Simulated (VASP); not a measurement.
**HgTe (zinc blende type): single point with HSE06**

Crystal: HgTe (zinc blende type).

```
CELL_PARAMETERS angstrom
0.00000 3.30765 3.30765
3.30765 0.00000 3.30765
3.30765 3.30765 0.00000
ATOMIC_POSITIONS crystal
Hg 0.00000 0.00000 0.00000
Te 0.25000 0.25000 0.25000
```

| Property | Result |
| --- | --- |
| Program | VASP 6.6.1 |
| Task | single point |
| Functional | HSE06 |
| Potentials or basis | VASP PAW PBE potentials, release 64 (Hg, Te) |
| Cutoff | 400 eV |
| k mesh | 4 × 4 × 4 |
| Occupations | fermi-dirac, width 0.1 eV |
| Spin | no spin polarisation |

- Pressure: -0.6 GPa
- Band gap on the k mesh: zero (filled and empty bands touch)

Levels at points of the mesh, in eV from the Fermi level:
```
           k point  band 7  band 8  band 9  band 10  band 11  band 12
(0.00, 0.00, 0.00)   -0.38   -0.08   -0.08    -0.08     5.03     5.03
(0.50, 0.00, 0.00)   -5.49   -1.02   -1.02     1.27     5.80     5.80
(0.50, 0.50, 0.00)   -5.53   -2.24   -2.24     2.52     3.17     8.89
```

Wall time 10 min on 1 thread of Intel Xeon 8259CL, with other jobs on the host, peak memory 0.29 GiB.

Caveat: the k points lie up to 0.41 Å⁻¹ apart; the PAW data sets were made with another functional, which shifts forces and pressure a little; spin-orbit coupling is left out, which moves the levels of the heavy elements.
